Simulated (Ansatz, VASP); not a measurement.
One calculation of Zr2HS4, two programs

The input INCAR:

```
SYSTEM = Zr2HS4
PREC = Accurate ; ENCUT = 400
EDIFF = 1E-6 ; ISMEAR = 0
SIGMA = 0.05 ; LREAL = .False.
LASPH = .True. ; NELM = 120
ALGO = Normal ; ISIF = 2
LWAVE = .False. ; LCHARG = .False.
LDIPOL = .True. ; IDIPOL = 3
DIPOL = 0.5 0.5 0.285 ; GGA = PE
IVDW = 12 ; NBANDS = 62
GGA_COMPAT = .False. ; NELMDL = -8
```

KPOINTS

```
regular mesh
0
Gamma
  6 6 1
  0 0 0
```

POSCAR

```
Zr2HS4
1.0
    7.2976778227      0.0000000000      0.0000000000
   -3.6488389114      6.3199743831      0.0000000000
    0.0000000000      0.0000000000     20.9171506047
S Zr H
8 4 2
Direct
    0.3333333333      0.1666666667      0.1912306354
    0.3333333333      0.6666666667      0.1912306354
    0.8333333333      0.1666666667      0.1912306354
    0.8333333333      0.6666666667      0.1912306354
    0.1666666667      0.3333333333      0.3306927762
    0.1666666667      0.8333333333      0.3306927762
    0.6666666667      0.3333333333      0.3306927762
    0.6666666667      0.8333333333      0.3306927762
    0.0000000000      0.0000000000      0.2609617058
    0.0000000000      0.5000000000      0.2609617058
    0.5000000000      0.0000000000      0.2609617058
    0.5000000000      0.5000000000      0.2609617058
    0.2866163718      0.7133836282      0.4286984769
    0.3800502948      0.6199497052      0.4286984769
```

Input for Ansatz:

```yaml
crystal:
  lattice:
    - [7.2976778227, 0.0, 0.0]
    - [-3.6488389114, 6.3199743831, 0.0]
    - [0.0, 0.0, 20.9171506047]
  atoms:
    - { symbol: S, position: [0.3333333333, 0.1666666667, 0.1912306354] }
    - { symbol: S, position: [0.3333333333, 0.6666666667, 0.1912306354] }
    - { symbol: S, position: [0.8333333333, 0.1666666667, 0.1912306354] }
    - { symbol: S, position: [0.8333333333, 0.6666666667, 0.1912306354] }
    - { symbol: Zr, position: [0.0, 0.0, 0.2609617058] }
    - { symbol: Zr, position: [0.0, 0.5, 0.2609617058] }
    - { symbol: Zr, position: [0.5, 0.0, 0.2609617058] }
    - { symbol: Zr, position: [0.5, 0.5, 0.2609617058] }
    - { symbol: S, position: [0.1666666667, 0.3333333333, 0.3306927762] }
    - { symbol: S, position: [0.1666666667, 0.8333333333, 0.3306927762] }
    - { symbol: S, position: [0.6666666667, 0.3333333333, 0.3306927762] }
    - { symbol: S, position: [0.6666666667, 0.8333333333, 0.3306927762] }
    - { symbol: H, position: [0.2866163718, 0.7133836282, 0.4286984769] }
    - { symbol: H, position: [0.3800502948, 0.6199497052, 0.4286984769] }
basis:
  ecutwfc: 420
kpoints:
  mp_grid: { grid: [6, 6, 1] }
hamiltonian:
  xc: pbe
  pseudopotentials: { kind: paw, azcp: { folder: soft_1 } }
  dispersion: d3bj
scf:
  occupations: { method: gaussian, width: 0.05 }
output:
  forces: true
  eigenvalues: true
efield:
  axis: 3
  dipole_correction: true
  ramp_width: 0.04
```

Alike in both runs: task single point; functional PBE; dispersion D3(BJ); k mesh 6 × 6 × 1; occupations gaussian, width 0.05 eV; no spin polarisation.

|  | VASP | Ansatz |
| --- | --- | --- |
| version | VASP 6.6.1 | Ansatz 0.2.0 |
| potentials or method | VASP PAW PBE potentials, release 64 (S, Zr_sv, H), cutoff 400 eV | scalar-relativistic, plane waves, PAW |
| valence electrons in the cell | 98 | 98 |

Ansatz gave:

| Quantity | Value |
| --- | --- |
| gap on the k mesh at the Fermi level (eV) | 1.10 |
| least direct gap on the mesh (eV) | 1.10 |
| rms of the force components (eV/Å) | 0.976 |

Task: Estimate VASP's values.

Result: gap on the k mesh at the Fermi level (eV): 1.10; least direct gap on the mesh (eV): 1.10; rms of the force components (eV/Å): 0.978.
